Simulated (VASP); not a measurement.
# InGa3As4 in VASP: a series of runs, part 2 of 2

VASP 6.6.1. Earlier steps stand in the parts before.

### Step 4. Single point, PBE

This run uses another cell than the first one, of the same volume but with other edges.

Contents of INCAR:

```
PREC = Accurate
ENCUT = 520
EDIFF = 1E-6
ISMEAR = 0
SIGMA = 0.2
LREAL = False
LASPH = True
NELM = 60
ALGO = Normal
ISIF = 2
LWAVE = False
LCHARG = True
GGA = PE
LELF = True
LVHAR = True
NBANDS = 46
```

Contents of KPOINTS:

```
Automatic mesh
0
Gamma
  4 4 4
```

Contents of POSCAR:

```
InGa3As4
1.0
    5.8593311574      0.0008986767     -0.0007987255
    0.0009170322      5.8611224198     -0.0012561979
   -2.9309170326     -2.9322371791      5.8512662170
In Ga As
1 3 4
Direct
   -0.0001405905     -0.0000291658      0.0000019113
    0.2500336996      0.7498319372      0.5000754115
    0.5000376855      0.5000198445     -0.0000364937
    0.7498739666      0.2500682839      0.5000797607
    0.3920838391      0.3919764160      0.2592767609
    0.6078738479      0.1325852613      0.7403336299
    0.8676041082      0.8676090966      0.2597773839
    0.1326334436      0.6079383263      0.7404916355
```

Potentials or basis: VASP PAW PBE potentials, release 64 (In_d, Ga_d, As).

On the command line:

```sh
$ cat potpaw_PBE.64/In_d/POTCAR potpaw_PBE.64/Ga_d/POTCAR potpaw_PBE.64/As/POTCAR > POTCAR
$ mpirun -np 1 vasp_std > vasp.out
```

OUTCAR:

```text
PREC = Accurate
   ENCUT = 520
   EDIFF = 1E-6
   ISMEAR = 0
   LREAL = False
   LASPH = True
   NELM = 60
   ISIF = 2
   GGA = PE

 ion  position               nearest neighbor table
   1  1.000  1.000  0.000-   5 2.65   8 2.65   6 2.65   7 2.65
   2  0.250  0.750  0.500-   8 2.51   7 2.51   6 2.51   5 2.51
   3  0.500  0.500  1.000-   8 2.49   6 2.49   5 2.49   7 2.49
   4  0.750  0.250  0.500-   6 2.51   7 2.51   5 2.51   8 2.51
   5  0.392  0.392  0.259-   3 2.49   4 2.51   2 2.51   1 2.65
   6  0.608  0.133  0.740-   3 2.49   4 2.51   2 2.51   1 2.65
   7  0.868  0.868  0.260-   3 2.49   4 2.51   2 2.51   1 2.65
   8  0.133  0.608  0.740-   3 2.49   2 2.51   4 2.51   1 2.65

  LATTYP: Found a triclinic cell.
 ALAT       =    10.9559762372
 B/A-ratio  =     0.5348068628
 C/A-ratio  =     0.5349703668
 COS(alpha) =     0.0003098647
 COS(beta)  =     0.2675073430
 COS(gamma) =     0.8021479963

  Lattice vectors:

 A1 = (   8.7886623144,   2.9306825941,   5.8484125681)
 A2 = (   5.8593311574,   0.0008986767,  -0.0007987255)
 A3 = (   0.0009170322,   5.8611224198,  -0.0012561979)

Analysis of symmetry for initial positions (statically):
=====================================================================
 Subroutine PRICEL returns:
 Original cell was already a primitive cell.

 Routine SETGRP: Setting up the symmetry group for a
 triclinic supercell.

 Subroutine GETGRP returns: Found  1 space group operations
 (whereof  1 operations were pure point group operations)
 out of a pool of  2 trial point group operations.

The static configuration has the point symmetry C_1 .

Analysis of symmetry for dynamics (positions and initial velocities):
=====================================================================
[... 138 lines left out ...]
   EFERMI_NEDOS =   21; number of points for ismear=-14 and -15
   IALGO  =     38    algorithm
   IMIX   =      4    mixing-type and parameters
     AMIX     =   0.40;   BMIX     =  1.00
     AMIX_MAG =   1.60;   BMIX_MAG =  1.00
  volume/ion in A,a.u.               =      25.11       169.48
  Fermi-wavevector in a.u.,A,eV,Ry     =   1.162835  2.197440 18.397606  1.352186
  Thomas-Fermi vector in A             =   2.299392
   LORBIT       =      0    0 simple, 1 ext, 2 COOP (PROOUT), +10 PAW based schemes
   GGA     = PE    functional components
   LHFCALC =     F    Hartree Fock is set to
   AEXX    =    0.0000 exact exchange contribution
   IVDW    =     0    specifies the selected vdW correction
   LEPSILON=     F    determine dielectric tensor
   LRPA    =     F    only Hartree local field effects (RPA)
 non-spin polarized calculation
 Gauss-broadening in eV      SIGMA  =   0.20
  energy-cutoff  :      520.00
  volume of cell :      200.91
 maximum number of plane-waves:      5439
 NGX is ok and might be reduce to    48

 number of electron      71.9999979 magnetization

 Free energy of the ion-electron system (eV)
  ---------------------------------------------------
  ext. energy  EPLUGINS =         0.00000000
  ---------------------------------------------------
  free energy    TOTEN  =       -32.44761658 eV

  energy without entropy =      -32.44168636  energy(sigma->0) =      -32.44465147

 E-fermi :   3.6934     XC(G=0):  -9.2256

 val. band max:        3.6247357507   @ k =   0.0000   0.0000   0.0000
 cond. band min:       4.3153960710   @ k =   0.5000   0.5000   0.5000
 fundamental gap:      0.6906603204
 Fermi energy:         3.6934442616

 k-point     1 :       0.0000    0.0000    0.0000
  band No.  band energies     occupation
      1     -11.1767      2.00000
      2     -11.1660      2.00000
      3     -11.1658      2.00000
      4     -11.1073      2.00000
      5     -11.1072      2.00000
      6     -11.0827      2.00000
[... 1165 lines left out ...]
     45       8.3286      0.00000
     46       9.0155      0.00000

 [... further k-points ...]
[... 5 lines left out ...]
  --------------------------------------------------------------------------------------
  -------------------------------------------------------------------------------------
  Total        0.1711139      0.1526774      0.1610678     -0.0151424      0.0138214      0.0087992
  in kB        1.3645624      1.2175392      1.2844490     -0.1207546      0.1102199      0.0701697
  external PRESSURE =       1.2888502 kB  Pullay stress =       0.0000000 kB

 VOLUME and BASIS-vectors are now :
 -----------------------------------------------------------------------------
  energy-cutoff  :      520.00
  volume of cell :      200.91
      direct lattice vectors                 reciprocal lattice vectors
     5.859331157  0.000898677 -0.000798725     0.170679599 -0.000008382  0.085489729
     0.000917032  5.861122420 -0.001256198    -0.000014516  0.170634112  0.085502373
    -2.930917033 -2.932237179  5.851266217     0.000023295  0.000036632  0.170933206

 POSITION                                       TOTAL-FORCE (eV/Angst)
 -----------------------------------------------------------------------------------
      5.85942      5.86184     -0.00204        -0.000557     -0.001166      0.001639
      0.00004      2.92874      2.92493         0.003866      0.003185     -0.004529
     -0.00047     -0.00100      5.85003         0.003669      0.002859      0.004142
      2.92830      0.00000      2.92519         0.005478      0.003635     -0.003844
      1.53779      1.53751      1.51629        -0.010435     -0.006215      0.000064
      1.39200     -1.39319      4.33124         0.003674     -0.011936      0.012454
      4.32299      4.32421      1.51824         0.005664      0.004306     -0.017224
     -1.39262      1.39202      4.33194        -0.011359      0.005332      0.007299
 -----------------------------------------------------------------------------------
    total drift:                               -0.000112     -0.000083      0.000065

  FREE ENERGIE OF THE ION-ELECTRON SYSTEM (eV)
  ---------------------------------------------------
  free  energy   TOTEN  =       -32.4476165785 eV

  energy  without entropy=      -32.4416863637  energy(sigma->0) =      -32.44465147
```

Wall time 6.3 min (1 thread of Intel Xeon Platinum 8259CL at 2.50GHz (Skylake/Cascade Lake), shared host); peak memory 0.52 GiB.

Results:

```yaml
Free_energy: -32.4476 eV
Pressure: 0.1 GPa
Largest_force: 0.019 eV/Å
```

Forces in eV/Å, atoms in the order of the input:
```
In  -0.001 -0.001  0.002
Ga   0.004  0.003 -0.005
Ga   0.004  0.003  0.004
Ga   0.005  0.004 -0.004
As  -0.010 -0.006  0.000
As   0.004 -0.012  0.012
As   0.006  0.004 -0.017
As  -0.011  0.005  0.007
```

Caveat: spin-orbit coupling is left out, which moves the levels of the heavy elements.

### Step 5. Summary

| cell | smearing | gap on the mesh (eV) | pressure (GPa) |
| --- | --- | --- | --- |
| a = 7.166 Å, angles 131.7, 131.7, 70.6°, 8 atoms | gaussian 0.1 eV | none | 0.2 |
| a = 5.858, b = 5.858, c = 7.166 Å, angles 114.1, 114.1, 90.0°, 8 atoms | gaussian 0.2 eV | none | 0.2 |
| a = 5.859, b = 5.861, c = 7.171 Å, angles 114.2, 114.1, 90.0°, 8 atoms | gaussian 0.2 eV | - | 0.1 |

Alike in all rows: task single point; level PBE; potentials or basis VASP PAW PBE potentials, release 64 (In_d, Ga_d, As); no spin polarisation; k mesh 4 × 4 × 4; cutoff (eV) 520.

Caveats: some runs use coarse meshes; spin-orbit coupling is left out, which moves the levels of the heavy elements.

Total energies depend on the potentials used, so only differences within one code and one set of settings carry meaning.
